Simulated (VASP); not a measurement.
WS2: single point with PBEsol

WS2:

```
W S
1.0
     1.51584    0.87517    6.40986
    -1.51584    0.87517    6.40986
     0.00000   -1.75034    6.40986
W S
1 2
Cartesian
  0.0000 0.0000 0.0000
  0.0000 0.0000 14.4280
  0.0000 0.0000 11.1724
```

This cell differs from its parent crystal: strain -0.040 along x and y, +0.040 along z.

| Item | Value |
| --- | --- |
| Program | VASP 6.6.1 |
| Task | single point |
| Functional | PBEsol |
| Potentials or basis | VASP PAW PBE potentials, release 64 (W_sv, S) |
| Cutoff | 520 eV |
| k mesh | 12 × 12 × 12 |
| Occupations | gaussian, width 0.05 eV |
| Spin | no spin polarisation |
| Dipole correction | no |
| Further INCAR settings | ALGO = Normal; EDIFF = 1e-07; NBANDS = 20 |

| Quantity | Value |
| --- | --- |
| Pressure | 6.6 GPa |
| Largest force | 0.655 eV/Å |
| Band gap on the k mesh | 1.27 eV (least direct gap 2.24 eV) |

Forces in eV/Å, atoms in the order of the input:
```
W    0.000  0.000 -0.654
S    0.000  0.000 -0.002
S    0.000  0.000  0.655
```

Stress tensor (GPa, compression positive):
```
11.36  0.00  0.00
 0.00 11.36  0.00
 0.00  0.00 -2.98
```

Levels at points of the mesh, in eV from the valence-band top:
| k point | band 11 | band 12 | band 13 | band 14 | band 15 | band 16 |
| --- | --- | --- | --- | --- | --- | --- |
| (0.00, 0.00, 0.00) | -1.31 | -1.16 | -1.16 | 3.16 | 3.16 | 3.34 |
| (0.50, 0.00, 0.00) | -2.42 | -1.29 | -0.78 | 3.17 | 3.60 | 4.27 |
| (0.50, 0.50, 0.00) | -2.96 | -1.04 | -0.94 | 3.37 | 3.57 | 3.98 |
| (0.50, 0.50, 0.50) | -1.14 | -1.14 | 0.00 | 3.17 | 3.17 | 3.30 |

Wall time 5.3 min on 1 thread of Intel(R) Xeon(R) 6975P-C (Granite Rapids), with other jobs on the host, peak memory 0.44 GiB.

Caveat: the cell differs from its parent crystal (strain -0.040 along x and y, +0.040 along z); the cell stands under pressure; the PAW data sets were made with another functional, which shifts forces and pressure a little; spin-orbit coupling is left out, which moves the levels of the heavy elements. A k mesh can miss the band edges.
